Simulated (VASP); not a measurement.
A run of VASP 6.6.1:

Contents of INCAR:

```
SYSTEM = CdAu
PREC = Accurate ; ENCUT = 520
EDIFF = 1E-7 ; ISMEAR = 0
SIGMA = 0.15 ; LREAL = .FALSE.
LASPH = .TRUE. ; NELM = 60
ALGO = Fast ; ISIF = 2
LWAVE = .FALSE. ; LCHARG = .FALSE.
GGA = PS ; NBANDS = 18
```

File KPOINTS:

```
Automatic mesh
0
G
  14 14 14
  0 0 0
```

File POSCAR:

```
CdAu
1.0
    3.3400000000      0.0000000000      0.0000000000
    0.0000000000      3.3400000000      0.0000000000
    0.0000000000      0.0000000000      3.3400000000
Cd Au
1 1
Direct
    0.5000000000      0.5000000000      0.5000000000
    0.0000000000      0.0000000000      0.0374251497
```

Potentials or basis: VASP PAW PBE potentials, release 64 (Cd, Au).

The run is started by

```console
$ cat potpaw_PBE.64/Cd/POTCAR potpaw_PBE.64/Au/POTCAR > POTCAR
$ mpirun -np 1 vasp_std > vasp.out
```

Hardware: 1 thread of Intel(R) Xeon(R) 6975P-C (Granite Rapids) (shared host).

Q: Estimate the wall time of this run.

A: It took 73 s on 1 thread of Intel(R) Xeon(R) 6975P-C (Granite Rapids), on a shared host, peak memory 0.32 GiB. Counts: scf iterations 14, k points 288.
